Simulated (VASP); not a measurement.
Set up this calculation in VASP 6.6.1, as the native input.

| Property | Result |
| --- | --- |
| Task | single point |
| Functional | PBE |
| Potentials or basis | VASP PAW PBE potentials, release 64 (Ti_sv, Si, Te) |
| Cutoff | 520 eV |
| k mesh | 6 × 6 × 4 |
| Occupations | gaussian, width 0.1 eV |
| Spin | no spin polarisation |
| Dipole correction | no |
| Further INCAR settings | ALGO = Normal; EDIFF = 1e-07; NBANDS = 25 |

The structure of TiSiTe3 lies in POSCAR:

```
TiSiTe3
1.0
    4.5053331855      0.0000000027      0.0000000000
   -2.2526665951      3.9017329898      0.0000000000
    0.0000000000      0.0000000000      8.0827973847
Ti Si Te
1 1 3
Direct
    0.3333333333      0.6666666667      0.0000000000
    0.0000000000      0.0000000000      0.5000000000
    0.6666666667      0.3333333333      0.2896049568
    0.6666666667      0.3333333333      0.7103950432
    0.0000000000      0.0000000000      0.0000000000
```

The cell was built from a structure type or drawn by symmetry, and may not be a known phase.

One way to write it, as run:

INCAR

```
SYSTEM = TiSiTe3
PREC = Accurate
ENCUT = 520
EDIFF = 1E-7
ISMEAR = 0
SIGMA = 0.1
LREAL = .FALSE.
LASPH = .TRUE.
NELM = 80
ALGO = Normal
ISIF = 2
LWAVE = .FALSE.
LCHARG = .FALSE.
GGA = PE
NBANDS = 25
```

KPOINTS

```
regular mesh
0
G
  6 6 4
  0 0 0
```

Potentials or basis: VASP PAW PBE potentials, release 64 (Ti_sv, Si, Te).

Command:

```console
$ cat potpaw_PBE.64/Ti_sv/POTCAR potpaw_PBE.64/Si/POTCAR potpaw_PBE.64/Te/POTCAR > POTCAR
$ mpirun -np 1 vasp_std > vasp.out
```

It gave:

```json
{
 "Pressure": "-0.1 GPa",
 "Largest force": "0.008 eV/Å",
 "Band gap on the k mesh": "zero (bands 17 and 18 overlap by 0.46 eV)"
}
```

Caveat: spin-orbit coupling is left out, which moves the levels of the heavy elements.

Run time: 85 s on 1 thread of Intel(R) Xeon(R) Platinum 8488C (Sapphire Rapids) (shared host), peak memory 0.3 GiB.
